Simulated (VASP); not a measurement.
# SrO (F-43m) in VASP: a series of runs

Runs on SrO. Level: r2SCAN. Tasks: single point.

Everything below comes from runs of VASP 6.6.1. Logs are shortened: lines on timing, memory, paths and dates and some standing lists are left out, and cuts for length are marked.

## 1. The cell of the first run

It takes space group F-43m (No. 216, cubic). Conventional cell: a = 5.509 Å, b = 5.509 Å, c = 5.509 Å, α = 90.00°, β = 90.00°, γ = 90.00°. Within 3.2 Å of Sr (site symmetry -43m) lie 4 O at 2.39 Å. Within 3.2 Å of O (site symmetry -43m) lie 4 Sr at 2.39 Å.

## 2. Single point, r2SCAN (volume scaled by 0.960)

POSCAR

```
SrO
1.0
    0.0000000000      2.7544363162      2.7544363162
    2.7544363162      0.0000000000      2.7544363162
    2.7544363162      2.7544363162      0.0000000000
Sr O
1 1
Direct
    0.0000000000      0.0000000000      0.0000000000
    0.2500000000      0.2500000000      0.2500000000
```

INCAR.step1

```
PREC = Accurate ; ENCUT = 520
ISMEAR = 0 ; SIGMA = 0.05
LREAL = F ; LASPH = T
NELM = 60 ; NBANDS = 15
GGA = PE ; ALGO = Normal
EDIFF = 1E-4 ; LWAVE = T
LCHARG = F
```

INCAR.step2

```
PREC = Accurate ; ENCUT = 520
EDIFF = 1E-6 ; ISMEAR = 0
SIGMA = 0.05 ; LREAL = F
LASPH = T ; NELM = 60
ALGO = Normal ; ISIF = 2
LWAVE = F ; LCHARG = F
METAGGA = R2SCAN ; LMIXTAU = T
NBANDS = 15 ; ISTART = 1
```

KPOINTS

```
Automatic mesh
0
Gamma
  8 8 8
```

Potentials or basis: VASP PAW PBE potentials, release 64 (Sr_sv, O).

On the command line:

```bash
$ cat potpaw_PBE.64/Sr_sv/POTCAR potpaw_PBE.64/O/POTCAR > POTCAR
$ cp INCAR.step1 INCAR
$ mpirun -np 1 vasp_std > vasp.out
$ cp INCAR.step2 INCAR
$ mpirun -np 1 vasp_std > vasp.out
```

OUTCAR:

```text
PREC = Accurate
   ENCUT = 520
   EDIFF = 1E-6
   ISMEAR = 0
   LREAL = F
   LASPH = T
   NELM = 60
   ISIF = 2
   METAGGA = R2SCAN
   ISTART = 1

 ion  position               nearest neighbor table
   1  0.000  0.000  0.000-   2 2.39   2 2.39   2 2.39   2 2.39
   2  0.250  0.250  0.250-   1 2.39   1 2.39   1 2.39   1 2.39

  LATTYP: Found a face centered cubic cell.
 ALAT       =     5.5088726324

  Lattice vectors:

 A1 = (   0.0000000000,   2.7544363162,   2.7544363162)
 A2 = (   2.7544363162,   0.0000000000,   2.7544363162)
 A3 = (   2.7544363162,   2.7544363162,   0.0000000000)

Analysis of symmetry for initial positions (statically):
=====================================================================
 Subroutine PRICEL returns:
 Original cell was already a primitive cell.

 Routine SETGRP: Setting up the symmetry group for a
 face centered cubic supercell.

 Subroutine GETGRP returns: Found 24 space group operations
 (whereof 24 operations were pure point group operations)
 out of a pool of 48 trial point group operations.

The static configuration has the point symmetry T_d .

Analysis of symmetry for dynamics (positions and initial velocities):
=====================================================================
 Subroutine PRICEL returns:
 Original cell was already a primitive cell.

 Routine SETGRP: Setting up the symmetry group for a
 face centered cubic supercell.

 Subroutine GETGRP returns: Found 24 space group operations
 (whereof 24 operations were pure point group operations)
 out of a pool of 48 trial point group operations.

The dynamic configuration has the point symmetry T_d .

 Subroutine INISYM returns: Found 24 space group operations
 (whereof 24 operations are pure point group operations),
 and found     1 'primitive' translations

----------------------------------------------------------------------------------------

                                     Primitive cell

  volume of cell :      41.7954

  direct lattice vectors                    reciprocal lattice vectors
     0.000000000  2.754436316  2.754436316    -0.181525344  0.181525344  0.181525344
     2.754436316  0.000000000  2.754436316     0.181525344 -0.181525344  0.181525344
     2.754436316  2.754436316  0.000000000     0.181525344  0.181525344 -0.181525344

  length of vectors
     3.895361195  3.895361195  3.895361195     0.314411119  0.314411119  0.314411119

[... 90 lines left out ...]
   PSTRESS=    0.0 pullay stress
   NELECT =      16.0000    total number of electrons
   NUPDOWN=      -1.0000    fix difference up-down
   EMIN   =  10.00;   EMAX   =-10.00  energy-range for DOS
   EFERMI =   0.00;   METHOD = LEGACY
   ISMEAR =     0;   SIGMA  =   0.05  broadening in eV -4-tet -1-fermi 0-gaus
   EFERMI_NEDOS =   21; number of points for ismear=-14 and -15
   IALGO  =     38    algorithm
   IMIX   =      4    mixing-type and parameters
     AMIX     =   0.40;   BMIX     =  1.00
     AMIX_MAG =   1.60;   BMIX_MAG =  1.00
  volume/ion in A,a.u.               =      20.90       141.02
  Fermi-wavevector in a.u.,A,eV,Ry     =   1.188700  2.246316 19.225122  1.413007
  Thomas-Fermi vector in A             =   2.324823
   LORBIT       =      0    0 simple, 1 ext, 2 COOP (PROOUT), +10 PAW based schemes
   METAGGA = R2SCAN    functional components
   LHFCALC =     F    Hartree Fock is set to
   AEXX    =    0.0000 exact exchange contribution
   IVDW    =     0    specifies the selected vdW correction
   LEPSILON=     F    determine dielectric tensor
   LRPA    =     F    only Hartree local field effects (RPA)
 non-spin polarized calculation
 Gauss-broadening in eV      SIGMA  =   0.05
  energy-cutoff  :      520.00
  volume of cell :       41.80
 maximum number of plane-waves:      1158
 NGX is ok and might be reduce to    30
   NGX = 15   NGY = 15   NGZ = 15

 number of electron      15.9999997 magnetization

 Free energy of the ion-electron system (eV)
  ---------------------------------------------------
  ext. energy  EPLUGINS =         0.00000000
  ---------------------------------------------------
  free energy    TOTEN  =       -26.60971837 eV

  energy without entropy =      -26.60971837  energy(sigma->0) =      -26.60971837

 E-fermi :   0.4054     XC(G=0):  -9.3183

 val. band max:        0.1399614195   @ k =  -0.2500   0.5000   0.2500
 cond. band min:       3.1537987805   @ k =   0.0000   0.0000   0.0000
 fundamental gap:      3.0138373610
 Fermi energy:         0.4053584381

 k-point     1 :       0.0000    0.0000    0.0000
  band No.  band energies     occupation
      1     -33.0089      2.00000
      2     -15.6589      2.00000
      3     -14.2578      2.00000
      4     -14.2578      2.00000
      5     -14.2578      2.00000
      6      -0.7991      2.00000
      7      -0.7991      2.00000
      8      -0.7991      2.00000
      9       3.1538      0.00000
     10       8.9811      0.00000
     11       8.9811      0.00000
     12      10.3755      0.00000
     13      10.3755      0.00000
     14      10.3755      0.00000
[... 401 lines left out ...]
      2     -16.9262      2.00000
      3     -14.6088      2.00000
      4     -14.4211      2.00000
      5     -13.0817      2.00000
      6      -0.5839      2.00000
      7      -0.5247      2.00000
      8      -0.1599      2.00000
      9       5.5015      0.00000
     10       6.9610      0.00000
     11       8.7137      0.00000
     12      10.0043      0.00000
     13      11.1717      0.00000
     14      12.0621      0.00000
     15      13.7029      0.00000

 [... further k-points ...]

------------------------ aborting loop because EDIFF is reached ----------------------------------------

  FORCE on cell =-STRESS in cart. coord.  units (eV):
  Direction    XX          YY          ZZ          XY          YZ          ZX
  --------------------------------------------------------------------------------------
  -------------------------------------------------------------------------------------
  Total        0.9058931      0.9058931      0.9058931     -0.0000000     -0.0000000      0.0000000
  in kB       34.7263656     34.7263656     34.7263656     -0.0000000     -0.0000000      0.0000000
  external PRESSURE =      34.7263656 kB  Pullay stress =       0.0000000 kB

 VOLUME and BASIS-vectors are now :
 -----------------------------------------------------------------------------
  energy-cutoff  :      520.00
  volume of cell :       41.80
      direct lattice vectors                 reciprocal lattice vectors
     0.000000000  2.754436316  2.754436316    -0.181525344  0.181525344  0.181525344
     2.754436316  0.000000000  2.754436316     0.181525344 -0.181525344  0.181525344
     2.754436316  2.754436316  0.000000000     0.181525344  0.181525344 -0.181525344

 POSITION                                       TOTAL-FORCE (eV/Angst)
 -----------------------------------------------------------------------------------
      0.00000      0.00000      0.00000         0.000000      0.000000      0.000000
      1.37722      1.37722      1.37722        -0.000000     -0.000000     -0.000000
 -----------------------------------------------------------------------------------
    total drift:                                0.000000      0.000000      0.000000

  FREE ENERGIE OF THE ION-ELECTRON SYSTEM (eV)
  ---------------------------------------------------
  free  energy   TOTEN  =       -26.6097183678 eV

  energy  without entropy=      -26.6097183678  energy(sigma->0) =      -26.60971837
```

Wall time 41 s (1 thread of Intel Xeon 6975P-C (Granite Rapids), shared host); peak memory 0.18 GiB.

What came out:

```
Free energy            : -26.6097 eV
Pressure               : 3.5 GPa
Band gap on the k mesh : 3.01 eV, indirect (least direct gap 3.95 eV)
```

Levels at points of the mesh, in eV from the valence-band top:
```csv
k point,band 4,band 5,band 6,band 7,band 8,band 9,band 10,band 11,band 12,band 13
"(0.00, 0.00, 0.00)",-14.40,-14.40,-0.94,-0.94,-0.94,3.01,8.84,8.84,10.24,10.24
"(0.50, 0.00, 0.00)",-14.50,-13.53,-0.71,-0.59,-0.59,5.75,7.84,8.35,8.35,10.82
"(0.50, 0.50, 0.00)",-14.66,-13.16,-1.50,-0.01,-0.01,4.99,6.31,10.55,10.86,10.86
```

Caveat: the cell differs from its parent crystal (volume scaled by 0.960); the PAW data sets were made with another functional, which shifts forces and pressure a little. A k mesh can miss the band edges.

## 3. Single point, r2SCAN (volume scaled by 0.980)

POSCAR

```
SrO
1.0
    0.0000000000      2.7734330290      2.7734330290
    2.7734330290      0.0000000000      2.7734330290
    2.7734330290      2.7734330290      0.0000000000
Sr O
1 1
Direct
    0.0000000000      0.0000000000      0.0000000000
    0.2500000000      0.2500000000      0.2500000000
```

INCAR.step1

```
SYSTEM = SrO
PREC = Accurate
ENCUT = 520
ISMEAR = 0
SIGMA = 0.05
LREAL = .False.
LASPH = .True.
NELM = 100
NBANDS = 15
GGA = PE
ALGO = Normal
EDIFF = 1E-4
LWAVE = .True.
LCHARG = .False.
```

INCAR.step2

```
SYSTEM = SrO
PREC = Accurate
ENCUT = 520
EDIFF = 1E-7
ISMEAR = 0
SIGMA = 0.05
LREAL = .False.
LASPH = .True.
NELM = 100
ALGO = Normal
ISIF = 2
LWAVE = .False.
LCHARG = .False.
METAGGA = R2SCAN
LMIXTAU = .True.
NBANDS = 15
ISTART = 1
```

KPOINTS

```
regular mesh
0
Gamma
  8 8 8
  0 0 0
```

Potentials or basis: VASP PAW PBE potentials, release 64 (Sr_sv, O).

On the command line:

```bash
$ cat potpaw_PBE.64/Sr_sv/POTCAR potpaw_PBE.64/O/POTCAR > POTCAR
$ cp INCAR.step1 INCAR
$ mpirun -np 1 vasp_std > vasp.out
$ cp INCAR.step2 INCAR
$ mpirun -np 1 vasp_std > vasp.out
```

Wall time 44 s (1 thread of Intel Xeon 6975P-C (Granite Rapids), shared host); peak memory 0.18 GiB.

Results (log left out):

```yaml
Free_energy: -26.6248 eV
Pressure: 1.9 GPa
Band_gap_on_the_k_mesh: 2.96 eV, indirect (least direct gap 3.85 eV)
```

Levels at points of the mesh, in eV from the valence-band top:
```csv
k point,band 6,band 7,band 8,band 9,band 10,band 11
"(0.00, 0.00, 0.00)",-0.89,-0.89,-0.89,2.96,8.76,8.76
"(0.50, 0.00, 0.00)",-0.71,-0.56,-0.56,5.70,7.74,8.27
"(0.50, 0.50, 0.00)",-1.45,-0.01,-0.01,4.95,6.26,10.43
```

Caveat: the cell differs from its parent crystal (volume scaled by 0.980); the PAW data sets were made with another functional, which shifts forces and pressure a little. A k mesh can miss the band edges.

## 4. Single point, r2SCAN

This run uses another cell than the first one, of 21.77 Å³/atom, 1.042 times its volume.

POSCAR

```
SrO
1.0
    0.0000000000      2.7921730098      2.7921730098
    2.7921730098      0.0000000000      2.7921730098
    2.7921730098      2.7921730098      0.0000000000
Sr O
1 1
Direct
    0.0000000000      0.0000000000      0.0000000000
    0.2500000000      0.2500000000      0.2500000000
```

INCAR.step1, as its differences from that of step 3:

```diff
@@ -7,3 +7,3 @@
 LASPH = .True.
-NELM = 100
+NELM = 60
 NBANDS = 15
```

INCAR.step2, as its differences from that of step 3:

```diff
@@ -8,3 +8,3 @@
 LASPH = .True.
-NELM = 100
+NELM = 60
 ALGO = Normal
```

KPOINTS

```
Automatic mesh
0
Gamma
  8 8 8
  0 0 0
```

On the command line:

```bash
$ cat potpaw_PBE.64/Sr_sv/POTCAR potpaw_PBE.64/O/POTCAR > POTCAR
$ cp INCAR.step1 INCAR
$ mpirun -np 1 vasp_std > vasp.out
$ cp INCAR.step2 INCAR
$ mpirun -np 1 vasp_std > vasp.out
```

Run time: 45 s. Hardware: 1 thread of Intel Xeon 6975P-C (Granite Rapids), shared host; peak memory 0.18 GiB.

Results (log left out):

```
Free energy            : -26.6317 eV
Pressure               : 0.5 GPa
Band gap on the k mesh : 2.90 eV, indirect (least direct gap 3.75 eV)
```

Levels at points of the mesh, in eV from the valence-band top:
```csv
k point,band 6,band 7,band 8,band 9,band 10,band 11
"(0.00, 0.00, 0.00)",-0.85,-0.85,-0.85,2.90,8.68,8.68
"(0.50, 0.00, 0.00)",-0.70,-0.53,-0.53,5.64,7.64,8.19
"(0.50, 0.50, 0.00)",-1.40,-0.01,-0.01,4.91,6.22,10.31
```

Caveat: the PAW data sets were made with another functional, which shifts forces and pressure a little. r2SCAN opens gaps a little over a GGA but as a rule still falls short of measured ones.

## 5. Single point, r2SCAN

This run uses another cell than the first one, of 21.77 Å³/atom, 1.042 times its volume.

POSCAR is that of step 4.

INCAR.step1

```
  ALGO = Normal
  EDIFF = 1E-4
  ENCUT = 520
  GGA = PE
  ISMEAR = 0
  LASPH = True
  LCHARG = False
  LREAL = False
  LWAVE = True
  NBANDS = 15
  NELM = 60
  PREC = Accurate
  SIGMA = 0.005
```

INCAR.step2

```
  ALGO = Normal
  EDIFF = 1E-7
  ENCUT = 520
  ISIF = 2
  ISMEAR = 0
  ISTART = 1
  LASPH = True
  LCHARG = False
  LMIXTAU = True
  LREAL = False
  LWAVE = False
  METAGGA = R2SCAN
  NBANDS = 15
  NELM = 60
  PREC = Accurate
  SIGMA = 0.005
```

KPOINTS

```
k-points
0
Gamma
  8 8 8
```

On the command line:

```bash
$ cat potpaw_PBE.64/Sr_sv/POTCAR potpaw_PBE.64/O/POTCAR > POTCAR
$ cp INCAR.step1 INCAR
$ mpirun -np 1 vasp_std > vasp.out
$ cp INCAR.step2 INCAR
$ mpirun -np 1 vasp_std > vasp.out
```

It took 45 s on 1 thread of Intel Xeon 6975P-C (Granite Rapids), shared host; peak memory 0.18 GiB.

It converged, with:

| Quantity | Value |
| --- | --- |
| Free energy | -26.6317 eV |
| Pressure | 0.5 GPa |
| Band gap on the k mesh | 2.90 eV, indirect (least direct gap 3.75 eV) |

Levels at points of the mesh, in eV from the valence-band top:
| k point | band 5 | band 6 | band 7 | band 8 | band 9 | band 10 | band 11 | band 12 |
| --- | --- | --- | --- | --- | --- | --- | --- | --- |
| (0.00, 0.00, 0.00) | -14.56 | -0.85 | -0.85 | -0.85 | 2.90 | 8.68 | 8.68 | 10.00 |
| (0.50, 0.00, 0.00) | -13.69 | -0.70 | -0.53 | -0.53 | 5.64 | 7.64 | 8.19 | 8.19 |
| (0.50, 0.50, 0.00) | -13.36 | -1.40 | -0.01 | -0.01 | 4.91 | 6.22 | 10.31 | 10.60 |

Caveat: the PAW data sets were made with another functional, which shifts forces and pressure a little. A k mesh can miss the band edges.

## 6. The runs side by side

| cell | smearing | gap on the mesh (eV) | pressure (GPa) |
| --- | --- | --- | --- |
| a = 3.895 Å, angles 60.0°, 2 atoms | gaussian 0.05 eV | 3.01 | 3.5 |
| a = 3.922 Å, angles 60.0°, 2 atoms | gaussian 0.05 eV | 2.96 | 1.9 |
| a = 3.949 Å, angles 60.0°, 2 atoms | gaussian 0.05 eV | 2.90 | 0.5 |
| a = 3.949 Å, angles 60.0°, 2 atoms | gaussian 0.005 eV | 2.90 | 0.5 |

Alike in all rows: task single point; level r2SCAN; potentials or basis VASP PAW PBE potentials, release 64 (Sr_sv, O); no spin polarisation; k mesh 8 × 8 × 8; cutoff (eV) 520.

Caveats: the PAW data sets were made with another functional, which shifts forces and pressure a little.

Absolute energies hang on the potentials; compare differences alone.
